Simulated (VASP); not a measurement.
**SiO: single point with PBEsol**

The system is SiO.

```
CELL_PARAMETERS angstrom
2.77292 0.00000 0.00000
0.00000 2.77292 0.00000
0.00000 0.00000 2.77292
ATOMIC_POSITIONS crystal
Si 0.00000 0.00000 0.00000
O 0.50000 0.50000 0.50000
```

| Property | Result |
| --- | --- |
| Program | VASP 6.6.1 |
| Task | single point |
| Functional | PBEsol |
| Potentials or basis | VASP PAW PBE potentials, release 64 (Si, O) |
| Cutoff | 520 eV |
| k mesh | 9 × 9 × 9 |
| Occupations | fermi-dirac, width 0.05 eV |
| Spin | no spin polarisation |
| Dipole correction | no |
| Further INCAR settings | ALGO = Normal; EDIFF = 1e-06; NBANDS = 12 |

The pressure is 0.1 GPa. The band gap on the k mesh is zero (band 5 reaches 8.65 eV, above the bottom of band 6 at 7.88 eV).

Levels at points of the mesh, in eV from the Fermi level:
```
           k point  band 2  band 3  band 4  band 5  band 6  band 7  band 8  band 9
(0.00, 0.00, 0.00)   -6.88   -3.55   -3.55   -3.55    5.72    5.72    8.37    8.37
```

It took 3.1 s on 1 thread of Intel(R) Xeon(R) 6975P-C (Granite Rapids), with other jobs on the host, peak memory 0.13 GiB.

Caveat: the PAW data sets were made with another functional, which shifts forces and pressure a little.
